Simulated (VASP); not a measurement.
Input of a VASP 6.6.1 run:

The input INCAR:

```
SYSTEM = H22CO11
PREC = Accurate
ENCUT = 520
EDIFF = 1E-7
ISMEAR = -1
SIGMA = 0.05
LREAL = Auto
LASPH = .TRUE.
NELM = 100
ALGO = Normal
ISIF = 2
LWAVE = .FALSE.
LCHARG = .TRUE.
GGA = PE
LELF = .TRUE.
LVHAR = .TRUE.
NBANDS = 69
```

KPOINTS

```
regular mesh
0
G
  1 1 1
  0 0 0
```

File POSCAR:

```
H22CO11
1.0
    7.1203670000      0.0000000000      0.0000000000
    0.0000000000      7.1203670000      0.0000000000
    0.0000000000      0.0000000000      7.1203670000
O H C
11 22 1
Direct
    0.4391627566      0.5399581229      0.9933617186
    0.7227576893      0.2440885421      0.5286665701
    0.1311449255      0.3148433220      0.8790979454
    0.5507721723      0.8979031558      0.4400756309
    0.3022597009      1.0267588735      0.1523797860
    0.9345445256      0.7717158399      0.1830523623
    1.0262251932      1.0052712171      0.4236158052
    0.6074265554      0.1604271241      0.8723286314
    0.5870905250      0.5535388836      0.3306711578
    0.2348895780      0.4985136300      0.5430338071
    0.9486589666      0.7218729035      0.7982734598
    0.4692454757      0.4225344003      0.9223681869
    0.2932011791      0.5251414709      1.0003416959
    0.6781532469      0.3454035445      0.4333905823
    0.8142557820      0.1741623711      0.4482353227
    0.1483069623      0.3514425591      0.7416331209
    0.1786003446      0.1938523674      0.9127619405
    0.5877506033      1.0205934610      0.4934155782
    0.4720543197      0.9298397119      0.3281712867
    0.2864318651      0.9080711711      0.0864421736
    0.2042029575      1.0303822823      0.2435829501
    0.9406116286      0.7667582303      0.0440005410
    0.8306032540      0.6878858913      0.2170534187
    0.9404290537      0.9138293012      0.3600376217
    1.0305086802      0.9899770616      0.5592970138
    0.6841922614      0.1481805643      0.7593428822
    0.6764679405      0.0692239599      0.9595572812
    0.5112376932      0.5382587723      0.2100032203
    0.5868236848      0.6924923954      0.3554451617
    0.2167304017      0.6337454235      0.5760939008
    0.3659361940      0.4866181757      0.4928397651
    0.8682417634      0.5937755736      0.5569375848
    0.7873330125      0.4920813773      0.7806620080
    0.8662896168      0.5964580196      0.7085028061
```

Potentials or basis: VASP PAW PBE potentials, release 64 (O, H, C).

Command:

```sh
$ cat potpaw_PBE.64/O/POTCAR potpaw_PBE.64/H/POTCAR potpaw_PBE.64/C/POTCAR > POTCAR
$ mpirun -np 1 vasp_gam > vasp.out
```

Task: Predict the band gap on the k mesh.

Result: 3.56 eV.

Task: Predict the pressure.

Result: -0.7 GPa.

Stress tensor (GPa, compression positive):
```
-0.83  0.75 -0.78
 0.75 -0.89  0.68
-0.78  0.68 -0.40
```

Caveat: the k points lie up to 0.88 Å⁻¹ apart, too coarse for converged energies, forces and pressures.
